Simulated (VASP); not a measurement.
# RbIr (CsCl type) (Pm-3m) in VASP: a series of runs

Aim: see how the results for RbIr (CsCl type) move with the level of theory and the settings. Levels: PBE, PBE+U. Tasks: electric field gradients, single point, relaxation of cell and atoms.

Everything below comes from runs of VASP 6.6.1. Logs are shortened: lines on timing, memory, paths and dates and some standing lists are left out, and cuts for length are marked.

## (1) The cell of the first run

Symmetry: Pm-3m, No. 221, cubic system. Conventional cell: a = 3.808 Å, b = 3.808 Å, c = 3.808 Å, α = 90.00°, β = 90.00°, γ = 90.00°. Within 4.3 Å of Rb (site symmetry m-3m) lie 8 Ir at 3.30 Å and 6 Rb at 3.81 Å. Within 4.3 Å of Ir (site symmetry m-3m) lie 8 Rb at 3.30 Å and 6 Ir at 3.81 Å.

## (2) Electric field gradients, PBE

INCAR

```
  ALGO = Normal
  EDIFF = 1E-8
  ENCUT = 520
  GGA = PE
  ISIF = 2
  ISMEAR = -1
  LASPH = True
  LCHARG = False
  LEFG = True
  LREAL = False
  LWAVE = False
  NBANDS = 16
  NELM = 80
  PREC = Accurate
  SIGMA = 0.05
```

KPOINTS

```
k-points
0
Gamma
  9 9 9
```

POSCAR

```
RbIr
1.0
    3.8079190921      0.0000000000      0.0000000000
    0.0000000000      3.8079190921      0.0000000000
    0.0000000000      0.0000000000      3.8079190921
Rb Ir
1 1
Direct
    0.0000000000      0.0000000000      0.0000000000
    0.5000000000      0.5000000000      0.5000000000
```

Potentials or basis: VASP PAW PBE potentials, release 64 (Rb_sv, Ir).

Run with:

```bash
cat potpaw_PBE.64/Rb_sv/POTCAR potpaw_PBE.64/Ir/POTCAR > POTCAR
mpirun -np 1 vasp_std > vasp.out
```

OUTCAR:

```text
EDIFF = 1E-8
   ENCUT = 520
   GGA = PE
   ISIF = 2
   ISMEAR = -1
   LASPH = True
   LREAL = False
   NELM = 80
   PREC = Accurate

 ion  position               nearest neighbor table
   1  0.000  0.000  0.000-   2 3.30   2 3.30   2 3.30   2 3.30   2 3.30   2 3.30   2 3.30   2 3.30

   2  0.500  0.500  0.500-   1 3.30   1 3.30   1 3.30   1 3.30   1 3.30   1 3.30   1 3.30   1 3.30

  LATTYP: Found a simple cubic cell.
 ALAT       =     3.8079190921

  Lattice vectors:

 A1 = (   3.8079190921,   0.0000000000,   0.0000000000)
 A2 = (   0.0000000000,   3.8079190921,   0.0000000000)
 A3 = (   0.0000000000,   0.0000000000,   3.8079190921)

Analysis of symmetry for initial positions (statically):
=====================================================================
 Subroutine PRICEL returns:
 Original cell was already a primitive cell.

 Routine SETGRP: Setting up the symmetry group for a
 simple cubic supercell.

 Subroutine GETGRP returns: Found 48 space group operations
 (whereof 48 operations were pure point group operations)
 out of a pool of 48 trial point group operations.

The static configuration has the point symmetry O_h .

Analysis of symmetry for dynamics (positions and initial velocities):
=====================================================================
 Subroutine PRICEL returns:
 Original cell was already a primitive cell.

 Routine SETGRP: Setting up the symmetry group for a
 simple cubic supercell.

 Subroutine GETGRP returns: Found 48 space group operations
 (whereof 48 operations were pure point group operations)
 out of a pool of 48 trial point group operations.

The dynamic configuration has the point symmetry O_h .

 Subroutine INISYM returns: Found 48 space group operations
 (whereof 48 operations are pure point group operations),
 and found     1 'primitive' translations

----------------------------------------------------------------------------------------

                                     Primitive cell

  volume of cell :      55.2158

  direct lattice vectors                    reciprocal lattice vectors
     3.807919092  0.000000000  0.000000000     0.262610622  0.000000000  0.000000000
     0.000000000  3.807919092  0.000000000     0.000000000  0.262610622  0.000000000
     0.000000000  0.000000000  3.807919092     0.000000000  0.000000000  0.262610622

  length of vectors
     3.807919092  3.807919092  3.807919092     0.262610622  0.262610622  0.262610622

  position of ions in fractional coordinates (direct lattice)
     0.000000000  0.000000000  0.000000000
     0.500000000  0.500000000  0.500000000

  ion indices of the primitive-cell ions
   primitive index   ion index
                 1           1
                 2           2

----------------------------------------------------------------------------------------

 KPOINTS: k-points

Automatic generation of k-mesh.
 Grid dimensions read from file:
 generate k-points for:    9    9    9

 Generating k-lattice:

  Cartesian coordinates                     Fractional coordinates (reciprocal lattice)
     0.029178958  0.000000000  0.000000000     0.111111111  0.000000000  0.000000000
     0.000000000  0.029178958  0.000000000     0.000000000  0.111111111  0.000000000
     0.000000000  0.000000000  0.029178958     0.000000000  0.000000000  0.111111111

  Length of vectors
     0.029178958  0.029178958  0.029178958

  Shift w.r.t. Gamma in fractional coordinates (k-lattice)
     0.000000000  0.000000000  0.000000000

 Subroutine IBZKPT returns following result:
 ===========================================

 Found     35 irreducible k-points:

 Following reciprocal coordinates:
            Coordinates               Weight
  0.000000  0.000000  0.000000      1.000000
  0.111111  0.000000  0.000000      6.000000
  0.222222  0.000000  0.000000      6.000000
  0.333333  0.000000  0.000000      6.000000
  0.444444  0.000000  0.000000      6.000000
  0.111111  0.111111  0.000000     12.000000
[... 16 lines left out ...]
  0.333333  0.333333  0.111111     24.000000
  0.444444  0.333333  0.111111     48.000000
 [... further k-points ...]
   k-points           NKPTS =     35   k-points in BZ     NKDIM =     35   number of bands    NBANDS=     16
   number of dos      NEDOS =    301   number of ions     NIONS =      2
   total plane-waves  NPLWV =  21952
   dimension x,y,z NGX =    28 NGY =   28 NGZ =   28
   dimension x,y,z NGXF=    56 NGYF=   56 NGZF=   56
   ions per type =               1   1
   NGX,Y,Z   is equivalent  to a cutoff of  12.22, 12.22, 12.22 a.u.
   NGXF,Y,Z  is equivalent  to a cutoff of  24.45, 24.45, 24.45 a.u.
 SYSTEM =  unknown system
   PREC   = accura    normal or accurate (medium, high low for compatibility)
   ISTART =      0    job   : 0-new  1-cont  2-samecut
   ICHARG =      2    charge: 1-file 2-atom 10-const
   ISPIN  =      1    spin polarized calculation?
   LNONCOLLINEAR =      F non collinear calculations
   LSORBIT =      F    spin-orbit coupling
   LASPH  =      T    aspherical Exc in radial PAW
   ENCUT  =  520.0 eV  38.22 Ry    6.18 a.u.   7.08  7.08  7.08*2*pi/ulx,y,z
   NELM   =     80;   NELMIN=  2; NELMDL= -5     # of ELM steps
   EDIFF  = 0.1E-07   stopping-criterion for ELM
   LREAL  =      F    real-space projection
   EDIFFG = 0.1E-06   stopping-criterion for IOM
   NSW    =      0    number of steps for IOM
   IBRION =     -1    ionic relax: 0-MD 1-quasi-New 2-CG
   NFREE  =      0    steps in history (QN), initial steepest desc. (CG)
   ISIF   =      2    stress and relaxation
   ISYM   =      2    0-nonsym 1-usesym 2-fastsym
   POTIM  = 0.5000    time-step for ionic-motion
   TEBEG  =    0.0;   TEEND  =   0.0 temperature during run
   PSTRESS=    0.0 pullay stress
   NELECT =      18.0000    total number of electrons
   NUPDOWN=      -1.0000    fix difference up-down
   EMIN   =  10.00;   EMAX   =-10.00  energy-range for DOS
   EFERMI =   0.00;   METHOD = LEGACY
   ISMEAR =    -1;   SIGMA  =   0.05  broadening in eV -4-tet -1-fermi 0-gaus
   EFERMI_NEDOS =   21; number of points for ismear=-14 and -15
   IALGO  =     38    algorithm
   IMIX   =      4    mixing-type and parameters
     AMIX     =   0.40;   BMIX     =  1.00
     AMIX_MAG =   1.60;   BMIX_MAG =  1.00
  volume/ion in A,a.u.               =      27.61       186.31
  Fermi-wavevector in a.u.,A,eV,Ry     =   1.126708  2.129169 17.272193  1.269470
  Thomas-Fermi vector in A             =   2.263391
   LORBIT       =      0    0 simple, 1 ext, 2 COOP (PROOUT), +10 PAW based schemes
   GGA     = PE    functional components
[... 5 lines left out ...]
 non-spin polarized calculation
  energy-cutoff  :      520.00
  volume of cell :       55.22
 maximum number of plane-waves:      1503
   NGX = 15   NGY = 15   NGZ = 15

 number of electron      17.9999997 magnetization

 Free energy of the ion-electron system (eV)
  ---------------------------------------------------
  ext. energy  EPLUGINS =         0.00000000
  ---------------------------------------------------
  free energy    TOTEN  =        -5.88573451 eV

  energy without entropy =       -5.82557935  energy(sigma->0) =       -5.85565693

 E-fermi :   1.7824     XC(G=0):  -9.6897

 val. band max:        1.7822294808   @ k =   0.4444   0.3333   0.1111
 cond. band min:       1.7827465132   @ k =   0.3333   0.1111   0.0000
 fundamental gap:      0.0005170324
 Fermi energy:         1.7823508738

 k-point     1 :       0.0000    0.0000    0.0000
  band No.  band energies     occupation
      1     -23.8592      2.00000
      2      -7.7717      2.00000
      3      -7.7717      2.00000
      4      -7.7717      2.00000
      5      -1.5565      2.00000
      6       0.3591      2.00000
[... 8 lines left out ...]
     15      10.4814      0.00000
     16      12.9152      0.00000

 k-point     2 :       0.1111    0.0000    0.0000
  band No.  band energies     occupation
      1     -23.8523      2.00000
      2      -7.8945      2.00000
      3      -7.7671      2.00000
      4      -7.7671      2.00000
      5      -1.3279      2.00000
      6       0.3934      2.00000
[... 8 lines left out ...]
     15      10.1773      0.00000
     16      12.8358      0.00000

 k-point     3 :       0.2222    0.0000    0.0000
  band No.  band energies     occupation
      1     -23.8348      2.00000
      2      -8.1818      2.00000
      3      -7.7555      2.00000
      4      -7.7555      2.00000
      5      -0.7127      2.00000
      6       0.4835      2.00000
[... 8 lines left out ...]
     15      10.4795      0.00000
     16      12.6403      0.00000

 k-point     4 :       0.3333    0.0000    0.0000
  band No.  band energies     occupation
      1     -23.8148      2.00000
      2      -8.4761      2.00000
      3      -7.7422      2.00000
      4      -7.7422      2.00000
      5       0.0901      2.00000
      6       0.5917      2.00000
[... 8 lines left out ...]
     15      11.6413      0.00000
     16      12.4264      0.00000

 k-point     5 :       0.4444    0.0000    0.0000
  band No.  band energies     occupation
      1     -23.8016      2.00000
      2      -8.6536      2.00000
      3      -7.7336      2.00000
      4      -7.7336      2.00000
      5       0.6295      2.00000
      6       0.6663      2.00000
[... 8 lines left out ...]
     15      12.2910      0.00000
     16      13.2275      0.00000

 k-point     6 :       0.1111    0.1111    0.0000
  band No.  band energies     occupation
      1     -23.8456      2.00000
      2      -7.9165      2.00000
      3      -7.8538      2.00000
      4      -7.7616      2.00000
      5      -1.1190      2.00000
      6       0.4610      2.00000
[... 8 lines left out ...]
     15      10.7919      0.00000
     16      12.5694      0.00000
[... 267 lines left out ...]
 k-point    21 :       0.3333    0.2222    0.1111
  band No.  band energies     occupation
      1     -23.7876      2.00000
      2      -8.3709      2.00000
      3      -8.0437      2.00000
      4      -7.7960      2.00000
      5       0.3319      2.00000
      6       0.9327      2.00000
[... 8 lines left out ...]
     15      11.0626      0.00000
     16      13.0942      0.00000

 k-point    22 :       0.4444    0.2222    0.1111
  band No.  band energies     occupation
      1     -23.7755      2.00000
      2      -8.5241      2.00000
      3      -8.0174      2.00000
      4      -7.7773      2.00000
      5       0.4931      2.00000
      6       1.0363      2.00000
[... 8 lines left out ...]
     15      11.4778      0.00000
     16      13.6203      0.00000

 k-point    23 :       0.3333    0.3333    0.1111
  band No.  band energies     occupation
      1     -23.7702      2.00000
      2      -8.3318      2.00000
      3      -8.2500      2.00000
      4      -7.7641      2.00000
      5       0.3119      2.00000
      6       0.9825      2.00000
[... 8 lines left out ...]
     15      11.1404      0.00000
     16      13.2516      0.00000

 k-point    24 :       0.4444    0.3333    0.1111
  band No.  band energies     occupation
      1     -23.7588      2.00000
      2      -8.4405      2.00000
      3      -8.2417      2.00000
      4      -7.7426      2.00000
      5       0.2703      2.00000
      6       0.8972      2.00000
[... 8 lines left out ...]
     15      11.3919      0.00000
     16      12.8273      0.00000

 [... further k-points ...]

------------------------ aborting loop because EDIFF is reached ----------------------------------------

  FORCE on cell =-STRESS in cart. coord.  units (eV):
  Direction    XX          YY          ZZ          XY          YZ          ZX
  --------------------------------------------------------------------------------------
  -------------------------------------------------------------------------------------
  Total        0.0365020      0.0365020      0.0365020      0.0000000      0.0000000      0.0000000
  in kB        1.0591656      1.0591656      1.0591656      0.0000000      0.0000000      0.0000000
  external PRESSURE =       1.0591656 kB  Pullay stress =       0.0000000 kB

 VOLUME and BASIS-vectors are now :
 -----------------------------------------------------------------------------
  energy-cutoff  :      520.00
  volume of cell :       55.22
      direct lattice vectors                 reciprocal lattice vectors
     3.807919092  0.000000000  0.000000000     0.262610622  0.000000000  0.000000000
     0.000000000  3.807919092  0.000000000     0.000000000  0.262610622  0.000000000
     0.000000000  0.000000000  3.807919092     0.000000000  0.000000000  0.262610622

 POSITION                                       TOTAL-FORCE (eV/Angst)
 -----------------------------------------------------------------------------------
      0.00000      0.00000      0.00000         0.000000      0.000000      0.000000
      1.90396      1.90396      1.90396         0.000000      0.000000      0.000000
 -----------------------------------------------------------------------------------
    total drift:                                0.000000      0.000000      0.000000

  FREE ENERGIE OF THE ION-ELECTRON SYSTEM (eV)
  ---------------------------------------------------
  free  energy   TOTEN  =        -5.8857345067 eV

  energy  without entropy=       -5.8255793468  energy(sigma->0) =       -5.85565693

 Electric field gradients (V/A^2)
---------------------------------------------------------------------
 ion       V_xx      V_yy      V_zz      V_xy      V_xz      V_yz
---------------------------------------------------------------------
   1      -0.000    -0.000    -0.000    -0.000     0.000     0.000
   2      -0.000    -0.000     0.000    -0.000     0.000    -0.000
---------------------------------------------------------------------

 Electric field gradients after diagonalization (V/A^2)
 (convention: |V_zz| > |V_xx| > |V_yy|)
----------------------------------------------------------------------
 ion       V_xx      V_yy      V_zz     asymmetry (V_yy - V_xx)/ V_zz
----------------------------------------------------------------------
   1      -0.000    -0.000    -0.000      -0.116
   2      -0.000    -0.000     0.000       0.041
----------------------------------------------------------------------

           NMR quadrupolar parameters

 Cq : quadrupolar parameter    Cq=e*Q*V_zz/h
 eta: asymmetry parameters     (V_yy - V_xx)/ V_zz
 Q  : nuclear electric quadrupole moment in mb (millibarn)
----------------------------------------------------------------------
 ion       Cq(MHz)       eta       Q (mb)
----------------------------------------------------------------------
   1      -0.000      -0.116       1.000
   2       0.000       0.041       1.000
----------------------------------------------------------------------
```

Run time: 34 s. Hardware: 1 thread of Oxide Virtual Turin-like, shared host; peak memory 0.14 GiB.

Results:

```
Free energy                             : -5.8857 eV
Pressure                                : 0.1 GPa
Band gap on the k mesh                  : zero (bands 9 and 10 overlap by 0.63 eV)
Largest electric field gradient by atom : under 0.05 V/Å² on every atom
```

Caveat: spin-orbit coupling is left out, which moves the levels of the heavy elements.

(Continued in part 2 of 2.)

The gap in the log of VASP goes by the Fermi energy; the results here count the filled bands.